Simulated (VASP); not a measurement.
HfN: relaxation of cell and atoms with PBE

HfN:

```
Hf N
1.0
     3.10375    0.00000    0.00000
    -1.55187    2.68792    0.00000
     0.00000    0.00000    2.90408
Hf N
1 1
Direct
  0.00000 0.00000 0.00000
  0.66667 0.33333 0.50000
```

| Quantity | Value |
| --- | --- |
| Program | VASP 6.6.1 |
| Task | relaxation of cell and atoms |
| Functional | PBE |
| Potentials or basis | VASP PAW PBE potentials, release 64 (Hf_pv, N) |
| Cutoff | 600 eV |
| k mesh | 24 × 24 × 20 |
| Occupations | gaussian, width 0.1 eV |
| Spin | no spin polarisation |
| Dipole correction | no |
| Further INCAR settings | ALGO = Normal; EDIFF = 1e-06; IBRION = 2; EDIFFG = -0.01; NSW = 100; ISIF = 3 |

The relaxed volume is 12.01 Å³/atom, the relaxed cell is a = 3.092 Å, b = 3.092 Å, c = 2.902 Å, α = 90.00°, β = 90.00°, γ = 120.00° and the space group after relaxing (to 0.05 Å) is P-6m2 (No. 187). The energy gained by relaxing is 0.7 meV/atom. The ionic steps are 5. The pressure after relaxing is 0.0 GPa.

Step by step:
| step | energy change (eV) | largest force (eV/Å) | pressure (GPa) | volume (Å³) |
| --- | --- | --- | --- | --- |
| 1 | 0.0000 | 0.0000 | -1.96 | 24.23 |
| 2 | 0.0015 | 0.0000 | 3.15 | 23.71 |
| 3 | -0.0014 | 0.0000 | 0.09 | 24.01 |
| 4 | -0.0015 | 0.0000 | -0.07 | 24.02 |
| 5 | -0.0015 | 0.0000 | 0.00 | 24.02 |

Final structure:
```xyz
2
Lattice="3.0916 0.0000 0.0000 -1.5458 2.6774 0.0000 0.0000 0.0000 2.9018" Properties=species:S:1:pos:R:3 pbc="T T T"
Hf    0.0000    0.0000    0.0000
N     1.5458    0.8925    1.4509
```

Levels at points of the mesh, in eV from the Fermi level:
```
           k point  band 4  band 5  band 6  band 7  band 8  band 9  band 10  band 11
(0.00, 0.00, 0.00)  -16.14   -3.44   -3.44   -2.27   -1.61    2.12     4.89     4.89
(0.50, 0.00, 0.00)  -14.22   -6.67   -3.31   -2.22   -1.74    4.87     5.07     6.49
(0.00, 0.00, 0.50)  -13.69   -7.73   -2.65   -2.65    1.55    1.55     3.88     4.42
(0.50, 0.00, 0.50)  -14.38   -5.76   -4.68   -4.31    0.76    5.06     6.66     8.04
```

Wall time 6.5 min on 1 thread of Intel(R) Xeon(R) Platinum 8375C CPU @ 2.90GHz (Ice Lake) (shared host), peak memory 0.39 GiB.

Caveat: spin-orbit coupling is left out, which moves the levels of the heavy elements.
